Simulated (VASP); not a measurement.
# Pd (Fm-3m) in VASP: a series of runs

Pd is run at these levels: PBE; tasks: single point.

All numbers are computed with VASP 6.6.1; they aren't measurements. Logs are shortened: lines on timing, memory, paths and dates and some standing lists are left out, and cuts for length are marked.

## 1. The cell of the first run

It takes space group Fm-3m (No. 225, cubic). Conventional cell: a = 3.837 Å, b = 3.837 Å, c = 3.837 Å, α = 90.00°, β = 90.00°, γ = 90.00°. Pd (site symmetry m-3m) has 12 Pd at 2.71 Å within 3.6 Å.

## 2. Single point, PBE (volume scaled by 0.96)

INCAR reads:

```
SYSTEM = Pd
ALGO     = Normal         ! electronic algorithm
EDIFF    = 1E-6           ! SCF threshold, eV
ENCUT    = 520            ! plane-wave cutoff, eV
GGA      = PE             ! functional
ISIF     = 2              ! what is computed and relaxed
ISMEAR   = -1             ! smearing method
LASPH    = .True.         ! aspherical terms in the spheres
LCHARG   = .True.         ! write CHGCAR
LELF     = .True.         ! ELF
LREAL    = .False.        ! projectors in reciprocal space
LVHAR    = .True.       
LWAVE    = .False.        ! write WAVECAR
NBANDS   = 11             ! bands
NELM     = 80             ! most SCF steps
PREC     = Accurate       ! precision mode
SIGMA    = 0.05           ! smearing width, eV
```

KPOINTS reads:

```
k-points
0
Gamma
  18 18 18
  0 0 0
```

POSCAR reads:

```
Pd
1.0
    0.0000000000      1.9186143454      1.9186143454
    1.9186143454      0.0000000000      1.9186143454
    1.9186143454      1.9186143454      0.0000000000
Pd
1
Direct
    0.0000000000      0.0000000000      0.0000000000
```

Potentials or basis: VASP PAW PBE potentials, release 64 (Pd).

On the command line:

```
> cat potpaw_PBE.64/Pd/POTCAR > POTCAR
> mpirun -np 1 vasp_std > vasp.out
```

OUTCAR:

```text
SYSTEM = Pd
   EDIFF = 1E-6
   ENCUT = 520
   GGA = PE
   ISIF = 2
   ISMEAR = -1
   LASPH = .True.
   LREAL = .False.
   NELM = 80
   PREC = Accurate

 ion  position               nearest neighbor table
   1  0.000  0.000  0.000-

  LATTYP: Found a face centered cubic cell.
 ALAT       =     3.8372286908

  Lattice vectors:

 A1 = (   0.0000000000,   1.9186143454,   1.9186143454)
 A2 = (   1.9186143454,   0.0000000000,   1.9186143454)
 A3 = (   1.9186143454,   1.9186143454,   0.0000000000)

Analysis of symmetry for initial positions (statically):
=====================================================================
 Subroutine PRICEL returns:
 Original cell was already a primitive cell.

 Routine SETGRP: Setting up the symmetry group for a
 face centered cubic supercell.

 Subroutine GETGRP returns: Found 48 space group operations
 (whereof 48 operations were pure point group operations)
 out of a pool of 48 trial point group operations.

The static configuration has the point symmetry O_h .

Analysis of symmetry for dynamics (positions and initial velocities):
=====================================================================
 Subroutine PRICEL returns:
 Original cell was already a primitive cell.

 Routine SETGRP: Setting up the symmetry group for a
 face centered cubic supercell.

 Subroutine GETGRP returns: Found 48 space group operations
 (whereof 48 operations were pure point group operations)
 out of a pool of 48 trial point group operations.

The dynamic configuration has the point symmetry O_h .

 Subroutine INISYM returns: Found 48 space group operations
 (whereof 48 operations are pure point group operations),
 and found     1 'primitive' translations

----------------------------------------------------------------------------------------

                                     Primitive cell

  volume of cell :      14.1251

  direct lattice vectors                    reciprocal lattice vectors
     0.000000000  1.918614345  1.918614345    -0.260604744  0.260604744  0.260604744
     1.918614345  0.000000000  1.918614345     0.260604744 -0.260604744  0.260604744
     1.918614345  1.918614345  0.000000000     0.260604744  0.260604744 -0.260604744

  length of vectors
     2.713330428  2.713330428  2.713330428     0.451380657  0.451380657  0.451380657

  position of ions in fractional coordinates (direct lattice)
     0.000000000  0.000000000  0.000000000

  ion indices of the primitive-cell ions
   primitive index   ion index
                 1           1

----------------------------------------------------------------------------------------

 KPOINTS: k-points

Automatic generation of k-mesh.
 Grid dimensions read from file:
 generate k-points for:   18   18   18

 Generating k-lattice:

  Cartesian coordinates                     Fractional coordinates (reciprocal lattice)
    -0.014478041  0.014478041  0.014478041     0.055555556  0.000000000  0.000000000
     0.014478041 -0.014478041  0.014478041     0.000000000  0.055555556  0.000000000
     0.014478041  0.014478041 -0.014478041     0.000000000  0.000000000  0.055555556

  Length of vectors
     0.025076703  0.025076703  0.025076703

  Shift w.r.t. Gamma in fractional coordinates (k-lattice)
     0.000000000  0.000000000  0.000000000

 Subroutine IBZKPT returns following result:
 ===========================================

 Found    195 irreducible k-points:

 Following reciprocal coordinates:
            Coordinates               Weight
  0.000000  0.000000  0.000000      1.000000
  0.055556  0.000000  0.000000      8.000000
  0.111111  0.000000  0.000000      8.000000
  0.166667  0.000000  0.000000      8.000000
  0.222222  0.000000  0.000000      8.000000
  0.277778  0.000000  0.000000      8.000000
[... 16 lines left out ...]
 -0.277778  0.055556  0.000000     24.000000
 -0.222222  0.055556  0.000000     24.000000
 [... further k-points ...]
   k-points           NKPTS =    195   k-points in BZ     NKDIM =    195   number of bands    NBANDS=     11
   number of dos      NEDOS =    301   number of ions     NIONS =      1
   total plane-waves  NPLWV =   8000
   dimension x,y,z NGX =    20 NGY =   20 NGZ =   20
   dimension x,y,z NGXF=    40 NGYF=   40 NGZF=   40
   ions per type =               1
   NGX,Y,Z   is equivalent  to a cutoff of  12.25, 12.25, 12.25 a.u.
   NGXF,Y,Z  is equivalent  to a cutoff of  24.51, 24.51, 24.51 a.u.
 SYSTEM =  Pd
   PREC   = accura    normal or accurate (medium, high low for compatibility)
   ISTART =      0    job   : 0-new  1-cont  2-samecut
   ICHARG =      2    charge: 1-file 2-atom 10-const
   ISPIN  =      1    spin polarized calculation?
   LNONCOLLINEAR =      F non collinear calculations
   LSORBIT =      F    spin-orbit coupling
   LASPH  =      T    aspherical Exc in radial PAW
   ENCUT  =  520.0 eV  38.22 Ry    6.18 a.u.   5.04  5.04  5.04*2*pi/ulx,y,z
   NELM   =     80;   NELMIN=  2; NELMDL= -5     # of ELM steps
   EDIFF  = 0.1E-05   stopping-criterion for ELM
   LREAL  =      F    real-space projection
   EDIFFG = 0.1E-04   stopping-criterion for IOM
   NSW    =      0    number of steps for IOM
   IBRION =     -1    ionic relax: 0-MD 1-quasi-New 2-CG
   NFREE  =      0    steps in history (QN), initial steepest desc. (CG)
   ISIF   =      2    stress and relaxation
   ISYM   =      2    0-nonsym 1-usesym 2-fastsym
   POTIM  = 0.5000    time-step for ionic-motion
   TEBEG  =    0.0;   TEEND  =   0.0 temperature during run
   PSTRESS=    0.0 pullay stress
   NELECT =      10.0000    total number of electrons
   NUPDOWN=      -1.0000    fix difference up-down
   EMIN   =  10.00;   EMAX   =-10.00  energy-range for DOS
   EFERMI =   0.00;   METHOD = LEGACY
   ISMEAR =    -1;   SIGMA  =   0.05  broadening in eV -4-tet -1-fermi 0-gaus
   EFERMI_NEDOS =   21; number of points for ismear=-14 and -15
   IALGO  =     38    algorithm
   IMIX   =      4    mixing-type and parameters
     AMIX     =   0.40;   BMIX     =  1.00
     AMIX_MAG =   1.60;   BMIX_MAG =  1.00
  volume/ion in A,a.u.               =      14.13        95.32
  Fermi-wavevector in a.u.,A,eV,Ry     =   1.459073  2.757249 28.965378  2.128895
  Thomas-Fermi vector in A             =   2.575683
   LORBIT       =      0    0 simple, 1 ext, 2 COOP (PROOUT), +10 PAW based schemes
   GGA     = PE    functional components
[... 5 lines left out ...]
 non-spin polarized calculation
  energy-cutoff  :      520.00
  volume of cell :       14.13
 maximum number of plane-waves:       392
   NGX =  9   NGY =  9   NGZ =  9

 number of electron      10.0000005 magnetization

 Free energy of the ion-electron system (eV)
  ---------------------------------------------------
  ext. energy  EPLUGINS =         0.00000000
  ---------------------------------------------------
  free energy    TOTEN  =        -5.17318258 eV

  energy without entropy =       -5.15612589  energy(sigma->0) =       -5.16465423

 E-fermi :  10.5375     XC(G=0): -13.4575

 val. band max:       10.5358856146   @ k =   0.4444   0.1667   0.0000
 cond. band min:      10.5375060672   @ k =   0.5000   0.4444   0.0000
 fundamental gap:      0.0016204526
 Fermi energy:        10.5374641292

 k-point     1 :       0.0000    0.0000    0.0000
  band No.  band energies     occupation
      1       3.0525      2.00000
      2       7.4901      2.00000
      3       7.4901      2.00000
      4       7.4901      2.00000
      5       9.2190      2.00000
      6       9.2190      2.00000
      7      27.7368      0.00000
      8      32.7643      0.00000
      9      32.7643      0.00000
     10      32.7643      0.00000
     11      36.5910      0.00000

 k-point     2 :       0.0556    0.0000    0.0000
  band No.  band energies     occupation
      1       3.1694      2.00000
      2       7.4464      2.00000
      3       7.5319      2.00000
      4       7.5319      2.00000
      5       9.1980      2.00000
      6       9.1980      2.00000
      7      27.8724      0.00000
      8      32.0017      0.00000
      9      32.9079      0.00000
     10      32.9079      0.00000
     11      36.6181      0.00000

 k-point     3 :       0.1111    0.0000    0.0000
  band No.  band energies     occupation
      1       3.5065      2.00000
      2       7.3376      2.00000
      3       7.6413      2.00000
      4       7.6413      2.00000
      5       9.1539      2.00000
      6       9.1539      2.00000
      7      28.1969      0.00000
      8      30.4486      0.00000
      9      33.3188      0.00000
     10      33.3188      0.00000
     11      36.6356      0.00000

 k-point     4 :       0.1667    0.0000    0.0000
  band No.  band energies     occupation
      1       4.0123      2.00000
      2       7.2369      2.00000
      3       7.7636      2.00000
      4       7.7636      2.00000
      5       9.1463      2.00000
      6       9.1463      2.00000
      7      28.0817      0.00000
      8      29.1424      0.00000
      9      33.9285      0.00000
     10      33.9285      0.00000
     11      36.7297      0.00000

 k-point     5 :       0.2222    0.0000    0.0000
  band No.  band energies     occupation
      1       4.5580      2.00000
      2       7.2958      2.00000
      3       7.8157      2.00000
      4       7.8157      2.00000
      5       9.2603      2.00000
      6       9.2603      2.00000
      7      26.4128      0.00000
      8      29.0119      0.00000
      9      34.5674      0.00000
     10      34.5674      0.00000
     11      36.5676      0.00000
[... 211 lines left out ...]
 k-point    21 :      -0.3889    0.0556    0.0000
  band No.  band energies     occupation
      1       5.0354      2.00000
      2       7.4642      2.00000
      3       7.5642      2.00000
      4       9.4853      2.00000
      5      10.1399      1.99930
      6      11.2222      0.00000
      7      19.8790      0.00000
      8      27.5065      0.00000
      9      31.6457      0.00000
     10      33.0261      0.00000
     11      36.6231      0.00000

 k-point    22 :      -0.3333    0.0556    0.0000
  band No.  band energies     occupation
      1       5.0979      2.00000
      2       7.5766      2.00000
      3       7.6648      2.00000
      4       8.6913      2.00000
      5       9.7785      2.00000
      6      10.5511      0.86466
      7      21.7508      0.00000
      8      27.9581      0.00000
      9      32.1671      0.00000
     10      34.2704      0.00000
     11      36.6149      0.00000

 k-point    23 :      -0.2778    0.0556    0.0000
  band No.  band energies     occupation
      1       5.0742      2.00000
      2       7.6470      2.00000
      3       7.7855      2.00000
      4       7.8851      2.00000
      5       9.3950      2.00000
      6      10.0452      1.99989
      7      23.7942      0.00000
      8      28.5023      0.00000
      9      32.8419      0.00000
     10      35.8206      0.00000
     11      36.0580      0.00000

 k-point    24 :      -0.2222    0.0556    0.0000
  band No.  band energies     occupation
      1       4.8075      2.00000
      2       7.2546      2.00000
      3       7.8349      2.00000
      4       7.8714      2.00000
      5       9.0852      2.00000
      6       9.6520      2.00000
      7      25.8283      0.00000
      8      28.9281      0.00000
      9      33.2714      0.00000
     10      35.5344      0.00000
     11      36.0007      0.00000

 [... further k-points ...]
[... 5 lines left out ...]
  --------------------------------------------------------------------------------------
  -------------------------------------------------------------------------------------
  Total        1.4704802      1.4704802      1.4704802      0.0000000      0.0000000     -0.0000000
  in kB      166.7925704    166.7925704    166.7925704      0.0000000      0.0000000     -0.0000000
  external PRESSURE =     166.7925704 kB  Pullay stress =       0.0000000 kB

 VOLUME and BASIS-vectors are now :
 -----------------------------------------------------------------------------
  energy-cutoff  :      520.00
  volume of cell :       14.13
      direct lattice vectors                 reciprocal lattice vectors
     0.000000000  1.918614345  1.918614345    -0.260604744  0.260604744  0.260604744
     1.918614345  0.000000000  1.918614345     0.260604744 -0.260604744  0.260604744
     1.918614345  1.918614345  0.000000000     0.260604744  0.260604744 -0.260604744

 POSITION                                       TOTAL-FORCE (eV/Angst)
 -----------------------------------------------------------------------------------
      0.00000      0.00000      0.00000         0.000000      0.000000      0.000000
 -----------------------------------------------------------------------------------
    total drift:                                0.000000      0.000000      0.000000

  FREE ENERGIE OF THE ION-ELECTRON SYSTEM (eV)
  ---------------------------------------------------
  free  energy   TOTEN  =        -5.1731825753 eV

  energy  without entropy=       -5.1561258881  energy(sigma->0) =       -5.16465423
```

It took 40 s on 1 thread of Intel Xeon 8259CL, shared host; peak memory 0.15 GiB.

What came out:

| Item | Value |
| --- | --- |
| Free energy | -5.1732 eV |
| Pressure | 16.7 GPa |
| Band gap on the k mesh | zero (band 5 reaches 10.85 eV, above the bottom of band 6 at 9.15 eV) |

Levels at points of the mesh, in eV from the Fermi level:
```tsv
k point	band 2	band 3	band 4	band 5	band 6	band 7	band 8	band 9
(0.00, 0.00, 0.00)	-3.05	-3.05	-3.05	-1.32	-1.32	17.20	22.23	22.23
(0.50, 0.00, 0.00)	-3.10	-3.10	-0.03	-0.03	0.92	7.68	16.57	21.53
(0.50, 0.50, 0.00)	-5.47	-0.06	0.31	0.31	3.35	11.23	13.45	13.45
```

(Part 1 of 2 ends here.)
